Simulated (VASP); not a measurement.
The system is MoH6.

```
H Mo
1.0
     0.00000    3.23235    3.23235
     3.23235    0.00000    3.23235
     3.23235    3.23235    0.00000
H Mo
6 1
Cartesian
  1.6162 1.6162 3.2324
  1.6162 3.2324 1.6162
  1.6162 1.6162 0.0000
  1.6162 0.0000 1.6162
  3.2324 1.6162 1.6162
  0.0000 1.6162 1.6162
  0.0000 0.0000 0.0000
```

```yaml
Program: VASP 6.6.1
Task: relaxation of cell and atoms
Functional: PBE
Potentials_or_basis: VASP PAW PBE potentials, release 64 (H, Mo_sv)
Cutoff: 500 eV
k_mesh: 3 × 3 × 3
Occupations: gaussian, width 0.15 eV
Spin: no spin polarisation
```

At the start: pressure -29.6 GPa; volume 9.65 Å³/atom.

Task: How do energy, volume and symmetry change on relaxing?

Result: Over 6 steps the energy falls by 660.3 meV/atom and the volume is 5.21 Å³/atom (-46.0 %); space group Fm-3m (No. 225, to 0.05 Å).

The path:
| step | energy change (eV) | largest force (eV/Å) | pressure (GPa) | volume (Å³) |
| --- | --- | --- | --- | --- |
| 1 | 0.0000 | 0.0000 | -29.60 | 67.54 |
| 2 | -2.9345 | 0.0000 | -27.57 | 51.57 |
| 3 | -4.4272 | 0.0000 | -13.56 | 40.80 |
| 4 | -0.7179 | 0.0000 | 138.51 | 23.97 |
| 5 | -4.5965 | 0.0000 | -5.52 | 38.02 |
| 6 | -4.6223 | 0.0000 | 0.31 | 36.49 |

Final structure:
```cif
data_structure
_symmetry_space_group_name_H-M 'P 1'
_symmetry_Int_Tables_number 1
_cell_length_a 3.7229
_cell_length_b 3.7229
_cell_length_c 3.7229
_cell_angle_alpha 60.000
_cell_angle_beta 60.000
_cell_angle_gamma 60.000
_cell_volume 36.49
loop_
_atom_site_label
_atom_site_type_symbol
_atom_site_fract_x
_atom_site_fract_y
_atom_site_fract_z
_atom_site_occupancy
H1 H 0.50000 0.50000 0.00000 1
H2 H 0.50000 0.00000 0.50000 1
H3 H 0.00000 0.00000 0.50000 1
H4 H 0.00000 0.50000 0.00000 1
H5 H 0.00000 0.50000 0.50000 1
H6 H 0.50000 0.00000 0.00000 1
Mo1 Mo 0.00000 0.00000 0.00000 1
```

Caveat: the k points lie up to 0.69 Å⁻¹ apart in the final cell; the volume moved by over 15 % at a fixed basis, so the end points are rough.
